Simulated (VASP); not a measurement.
# CdS (P3m1) in VASP: single point with PBEsol

Aim: the single point of CdS with PBEsol.

Program: VASP 6.6.1. These are calculated values, not measurements. Logs are shortened: lines on timing, memory, paths and dates and some standing lists are left out, and cuts for length are marked.

## 1. The cell of the first run

It takes space group P3m1 (No. 156, trigonal). Conventional cell: a = 4.261 Å, b = 4.261 Å, c = 5.804 Å, α = 90.00°, β = 90.00°, γ = 120.00°. Cd (site symmetry 3m) has 3 S at 2.46 Å within 3.2 Å. Within 3.2 Å of S (site symmetry 3m) lie 3 Cd at 2.46 Å.

## 2. Single point, PBEsol

File INCAR:

```
SYSTEM = CdS
PREC = Accurate
ENCUT = 500
EDIFF = 1E-6
ISMEAR = 0
SIGMA = 0.01
LREAL = .FALSE.
LASPH = .TRUE.
NELM = 120
ALGO = Normal
ISIF = 2
LWAVE = .FALSE.
LCHARG = .FALSE.
GGA = PS
NBANDS = 16
GGA_COMPAT = .FALSE.
```

File KPOINTS:

```
Automatic mesh
0
G
  6 6 2
  0 0 0
```

File POSCAR:

```
CdS
1.0
    4.2611700000      0.0000000000      0.0000000000
   -2.1305850000      3.6902814698      0.0000000000
    0.0000000000      0.0000000000      5.8041730000
Cd S
1 1
Direct
    0.0000000000      0.0000000000      0.4426920000
    0.6666666667      0.3333333333      0.4343080000
```

Potentials or basis: VASP PAW PBE potentials, release 64 (Cd, S).

Launch:

```bash
$ cat potpaw_PBE.64/Cd/POTCAR potpaw_PBE.64/S/POTCAR > POTCAR
$ mpirun -np 1 vasp_std > vasp.out
```

OUTCAR:

```text
SYSTEM = CdS
   PREC = Accurate
   ENCUT = 500
   EDIFF = 1E-6
   ISMEAR = 0
   LREAL = .FALSE.
   LASPH = .TRUE.
   NELM = 120
   ISIF = 2
   GGA = PS

 ion  position               nearest neighbor table
   1  0.000  0.000  0.443-   2 2.46   2 2.46   2 2.46
   2  0.667  0.333  0.434-   1 2.46   1 2.46   1 2.46

  LATTYP: Found a hexagonal cell.
 ALAT       =     4.2611700000
 C/A-ratio  =     1.3621078248

  Lattice vectors:

 A1 = (   4.2611700000,   0.0000000000,   0.0000000000)
 A2 = (  -2.1305850000,   3.6902814698,   0.0000000000)
 A3 = (   0.0000000000,   0.0000000000,   5.8041730000)

Analysis of symmetry for initial positions (statically):
=====================================================================
 Subroutine PRICEL returns:
 Original cell was already a primitive cell.

 Routine SETGRP: Setting up the symmetry group for a
 hexagonal supercell.

 Subroutine GETGRP returns: Found  6 space group operations
 (whereof  6 operations were pure point group operations)
 out of a pool of 24 trial point group operations.

The static configuration has the point symmetry C_3v.

Analysis of symmetry for dynamics (positions and initial velocities):
=====================================================================
 Subroutine PRICEL returns:
 Original cell was already a primitive cell.

 Routine SETGRP: Setting up the symmetry group for a
 hexagonal supercell.

 Subroutine GETGRP returns: Found  6 space group operations
 (whereof  6 operations were pure point group operations)
 out of a pool of 24 trial point group operations.

The dynamic configuration has the point symmetry C_3v.

 Subroutine INISYM returns: Found  6 space group operations
 (whereof  6 operations are pure point group operations),
 and found     1 'primitive' translations

----------------------------------------------------------------------------------------

                                     Primitive cell

  volume of cell :      91.2701

  direct lattice vectors                    reciprocal lattice vectors
     4.261170000  0.000000000  0.000000000     0.234677330  0.135491020  0.000000000
    -2.130585000  3.690281470  0.000000000     0.000000000  0.270982040  0.000000000
     0.000000000  0.000000000  5.804173000     0.000000000  0.000000000  0.172289834

  length of vectors
     4.261170000  4.261170000  5.804173000     0.270982040  0.270982040  0.172289834

  position of ions in fractional coordinates (direct lattice)
     0.000000000  0.000000000  0.442692000
     0.666666667  0.333333333  0.434308000

  ion indices of the primitive-cell ions
   primitive index   ion index
                 1           1
                 2           2

----------------------------------------------------------------------------------------

 KPOINTS: Automatic mesh

Automatic generation of k-mesh.
 Grid dimensions read from file:
 generate k-points for:    6    6    2

 Generating k-lattice:

  Cartesian coordinates                     Fractional coordinates (reciprocal lattice)
     0.039112888  0.022581837  0.000000000     0.166666667  0.000000000  0.000000000
     0.000000000  0.045163673  0.000000000     0.000000000  0.166666667  0.000000000
     0.000000000  0.000000000  0.086144917     0.000000000  0.000000000  0.500000000

  Length of vectors
     0.045163673  0.045163673  0.086144917

  Shift w.r.t. Gamma in fractional coordinates (k-lattice)
     0.000000000  0.000000000  0.000000000

 Subroutine IBZKPT returns following result:
 ===========================================

 Found     14 irreducible k-points:

 Following reciprocal coordinates:
            Coordinates               Weight
  0.000000  0.000000  0.000000      1.000000
  0.166667  0.000000  0.000000      6.000000
  0.333333  0.000000  0.000000      6.000000
  0.500000  0.000000  0.000000      3.000000
  0.166667  0.166667  0.000000      6.000000
  0.333333  0.166667  0.000000     12.000000
  0.333333  0.333333  0.000000      2.000000
  0.000000  0.000000  0.500000      1.000000
  0.166667  0.000000  0.500000      6.000000
  0.333333  0.000000  0.500000      6.000000
  0.500000  0.000000  0.500000      3.000000
  0.166667  0.166667  0.500000      6.000000
  0.333333  0.166667  0.500000     12.000000
  0.333333  0.333333  0.500000      2.000000
   k-points           NKPTS =     14   k-points in BZ     NKDIM =     14   number of bands    NBANDS=     16
   number of dos      NEDOS =    301   number of ions     NIONS =      2
   total plane-waves  NPLWV =  43008
   dimension x,y,z NGX =    32 NGY =   32 NGZ =   42
   dimension x,y,z NGXF=    64 NGYF=   64 NGZF=   84
   ions per type =               1   1
   NGX,Y,Z   is equivalent  to a cutoff of  12.48, 12.48, 12.03 a.u.
   NGXF,Y,Z  is equivalent  to a cutoff of  24.97, 24.97, 24.06 a.u.
 SYSTEM =  CdS
   PREC   = accura    normal or accurate (medium, high low for compatibility)
   ISTART =      0    job   : 0-new  1-cont  2-samecut
   ICHARG =      2    charge: 1-file 2-atom 10-const
   ISPIN  =      1    spin polarized calculation?
   LNONCOLLINEAR =      F non collinear calculations
   LSORBIT =      F    spin-orbit coupling
   LASPH  =      T    aspherical Exc in radial PAW
   ENCUT  =  500.0 eV  36.75 Ry    6.06 a.u.   7.77  7.77 10.58*2*pi/ulx,y,z
   NELM   =    120;   NELMIN=  2; NELMDL= -5     # of ELM steps
   EDIFF  = 0.1E-05   stopping-criterion for ELM
   LREAL  =      F    real-space projection
   EDIFFG = 0.1E-04   stopping-criterion for IOM
   NSW    =      0    number of steps for IOM
   IBRION =     -1    ionic relax: 0-MD 1-quasi-New 2-CG
   NFREE  =      0    steps in history (QN), initial steepest desc. (CG)
   ISIF   =      2    stress and relaxation
   ISYM   =      2    0-nonsym 1-usesym 2-fastsym
   POTIM  = 0.5000    time-step for ionic-motion
   TEBEG  =    0.0;   TEEND  =   0.0 temperature during run
   PSTRESS=    0.0 pullay stress
   NELECT =      18.0000    total number of electrons
   NUPDOWN=      -1.0000    fix difference up-down
   EMIN   =  10.00;   EMAX   =-10.00  energy-range for DOS
   EFERMI =   0.00;   METHOD = LEGACY
   ISMEAR =     0;   SIGMA  =   0.01  broadening in eV -4-tet -1-fermi 0-gaus
   EFERMI_NEDOS =   21; number of points for ismear=-14 and -15
   IALGO  =     38    algorithm
   IMIX   =      4    mixing-type and parameters
     AMIX     =   0.40;   BMIX     =  1.00
     AMIX_MAG =   1.60;   BMIX_MAG =  1.00
  volume/ion in A,a.u.               =      45.64       307.96
  Fermi-wavevector in a.u.,A,eV,Ry     =   0.952919  1.800756 12.354840  0.908055
  Thomas-Fermi vector in A             =   2.081527
   LORBIT       =      0    0 simple, 1 ext, 2 COOP (PROOUT), +10 PAW based schemes
   GGA     = PS    functional components
   LHFCALC =     F    Hartree Fock is set to
   AEXX    =    0.0000 exact exchange contribution
   IVDW    =     0    specifies the selected vdW correction
   LEPSILON=     F    determine dielectric tensor
   LRPA    =     F    only Hartree local field effects (RPA)
 non-spin polarized calculation
 Gauss-broadening in eV      SIGMA  =   0.01
  energy-cutoff  :      500.00
  volume of cell :       91.27
 maximum number of plane-waves:      2350
 NGX is ok and might be reduce to    32
   NGX = 15   NGY = 15   NGZ = 21

 number of electron      18.0000000 magnetization

 Free energy of the ion-electron system (eV)
  ---------------------------------------------------
  ext. energy  EPLUGINS =         0.00000000
  ---------------------------------------------------
  free energy    TOTEN  =        -6.16936358 eV

  energy without entropy =       -6.16936358  energy(sigma->0) =       -6.16936358

 E-fermi :  -2.1246     XC(G=0):  -6.1849

 val. band max:       -2.1952104791   @ k =   0.0000   0.0000   0.5000
 cond. band min:      -0.7785023355   @ k =   0.0000   0.0000   0.0000
 fundamental gap:      1.4167081435
 Fermi energy:        -2.1245951597

 k-point     1 :       0.0000    0.0000    0.0000
  band No.  band energies     occupation
      1     -13.7964      2.00000
      2      -9.8380      2.00000
      3      -9.8380      2.00000
      4      -9.3159      2.00000
      5      -9.3159      2.00000
      6      -9.1035      2.00000
[... 8 lines left out ...]
     15       8.6872      0.00000
     16       9.5045      0.00000

 k-point     2 :       0.1667    0.0000    0.0000
  band No.  band energies     occupation
      1     -13.7115      2.00000
      2      -9.7973      2.00000
      3      -9.7686      2.00000
      4      -9.3443      2.00000
      5      -9.3199      2.00000
      6      -9.0756      2.00000
[... 8 lines left out ...]
     15       9.2300      0.00000
     16       9.4244      0.00000

 k-point     3 :       0.3333    0.0000    0.0000
  band No.  band energies     occupation
      1     -13.5397      2.00000
      2      -9.6540      2.00000
      3      -9.6197      2.00000
      4      -9.3985      2.00000
      5      -9.3278      2.00000
      6      -9.0011      2.00000
[... 8 lines left out ...]
     15       8.0235      0.00000
     16       8.4275      0.00000

 k-point     4 :       0.5000    0.0000    0.0000
  band No.  band energies     occupation
      1     -13.4537      2.00000
      2      -9.5432      2.00000
      3      -9.5395      2.00000
      4      -9.4243      2.00000
      5      -9.3317      2.00000
      6      -8.9335      2.00000
[... 8 lines left out ...]
     15       8.0840      0.00000
     16       8.5192      0.00000

 k-point     5 :       0.1667    0.1667    0.0000
  band No.  band energies     occupation
      1     -13.5829      2.00000
      2      -9.7327      2.00000
      3      -9.6307      2.00000
      4      -9.3817      2.00000
      5      -9.3296      2.00000
      6      -9.0171      2.00000
[... 8 lines left out ...]
     15       7.8408      0.00000
     16       8.9004      0.00000

 k-point     6 :       0.3333    0.1667    0.0000
  band No.  band energies     occupation
      1     -13.4539      2.00000
      2      -9.6180      2.00000
      3      -9.5113      2.00000
      4      -9.4150      2.00000
      5      -9.3415      2.00000
      6      -8.8839      2.00000
[... 8 lines left out ...]
     15       6.9736      0.00000
     16       8.3357      0.00000

 k-point     7 :       0.3333    0.3333    0.0000
  band No.  band energies     occupation
      1     -13.4114      2.00000
      2      -9.5781      2.00000
      3      -9.5140      2.00000
      4      -9.4157      2.00000
      5      -9.3559      2.00000
      6      -8.7560      2.00000
[... 8 lines left out ...]
     15       7.1301      0.00000
     16       7.2837      0.00000

 k-point     8 :       0.0000    0.0000    0.5000
  band No.  band energies     occupation
      1     -13.7930      2.00000
      2      -9.8379      2.00000
      3      -9.8379      2.00000
      4      -9.3164      2.00000
      5      -9.3164      2.00000
      6      -9.0942      2.00000
[... 8 lines left out ...]
     15       7.9724      0.00000
     16       8.9344      0.00000

 k-point     9 :       0.1667    0.0000    0.5000
  band No.  band energies     occupation
      1     -13.7083      2.00000
      2      -9.7971      2.00000
      3      -9.7684      2.00000
      4      -9.3453      2.00000
      5      -9.3205      2.00000
      6      -9.0672      2.00000
[... 8 lines left out ...]
     15       7.3672      0.00000
     16       8.6355      0.00000

 k-point    10 :       0.3333    0.0000    0.5000
  band No.  band energies     occupation
      1     -13.5371      2.00000
      2      -9.6532      2.00000
      3      -9.6196      2.00000
      4      -9.4004      2.00000
      5      -9.3285      2.00000
      6      -8.9960      2.00000
[... 8 lines left out ...]
     15       7.9895      0.00000
     16       8.0875      0.00000

 k-point    11 :       0.5000    0.0000    0.5000
  band No.  band energies     occupation
      1     -13.4513      2.00000
      2      -9.5414      2.00000
      3      -9.5395      2.00000
      4      -9.4264      2.00000
      5      -9.3324      2.00000
      6      -8.9322      2.00000
[... 8 lines left out ...]
     15       8.2469      0.00000
     16       8.8431      0.00000

 k-point    12 :       0.1667    0.1667    0.5000
  band No.  band energies     occupation
      1     -13.5801      2.00000
      2      -9.7323      2.00000
      3      -9.6304      2.00000
      4      -9.3833      2.00000
      5      -9.3303      2.00000
      6      -9.0108      2.00000
[... 8 lines left out ...]
     15       7.2931      0.00000
     16       7.8766      0.00000

 k-point    13 :       0.3333    0.1667    0.5000
  band No.  band energies     occupation
      1     -13.4516      2.00000
      2      -9.6172      2.00000
      3      -9.5107      2.00000
      4      -9.4170      2.00000
      5      -9.3423      2.00000
      6      -8.8817      2.00000
[... 8 lines left out ...]
     15       8.1091      0.00000
     16       8.3331      0.00000

 k-point    14 :       0.3333    0.3333    0.5000
  band No.  band energies     occupation
      1     -13.4091      2.00000
      2      -9.5765      2.00000
      3      -9.5139      2.00000
      4      -9.4176      2.00000
      5      -9.3571      2.00000
      6      -8.7552      2.00000
[... 8 lines left out ...]
     15       7.2951      0.00000
     16       8.6562      0.00000

------------------------ aborting loop because EDIFF is reached ----------------------------------------

  FORCE on cell =-STRESS in cart. coord.  units (eV):
  Direction    XX          YY          ZZ          XY          YZ          ZX
  --------------------------------------------------------------------------------------
  -------------------------------------------------------------------------------------
  Total       -1.1075003     -1.1075003      0.0177282      0.0000000      0.0000000      0.0000000
  in kB      -19.4413199    -19.4413199      0.3112053      0.0000000      0.0000000      0.0000000
  external PRESSURE =     -12.8571449 kB  Pullay stress =       0.0000000 kB

 VOLUME and BASIS-vectors are now :
 -----------------------------------------------------------------------------
  energy-cutoff  :      500.00
  volume of cell :       91.27
      direct lattice vectors                 reciprocal lattice vectors
     4.261170000  0.000000000  0.000000000     0.234677330  0.135491020  0.000000000
    -2.130585000  3.690281470  0.000000000     0.000000000  0.270982040  0.000000000
     0.000000000  0.000000000  5.804173000     0.000000000  0.000000000  0.172289834

 POSITION                                       TOTAL-FORCE (eV/Angst)
 -----------------------------------------------------------------------------------
      0.00000      0.00000      2.56946        -0.000000      0.000000     -0.014401
      2.13059      1.23009      2.52080         0.000000      0.000000      0.014401
 -----------------------------------------------------------------------------------
    total drift:                                0.000000      0.000000     -0.000531

  FREE ENERGIE OF THE ION-ELECTRON SYSTEM (eV)
  ---------------------------------------------------
  free  energy   TOTEN  =        -6.1693635789 eV

  energy  without entropy=       -6.1693635789  energy(sigma->0) =       -6.16936358
```

Wall time 18 s (1 thread of Intel Xeon Platinum 8259CL at 2.50GHz (Skylake/Cascade Lake), shared host); peak memory 0.2 GiB.

Results:

- Free energy: -6.1694 eV
- Pressure: -1.3 GPa
- Largest force: 0.014 eV/Å
- Band gap on the k mesh: 1.42 eV

Forces on the atoms (eV/Å):
```
Cd   0.000  0.000 -0.014
S    0.000  0.000  0.014
```

Caveat: the k points lie up to 0.54 Å⁻¹ apart; the PAW data sets were made with another functional, which shifts forces and pressure a little. A k mesh can miss the band edges.
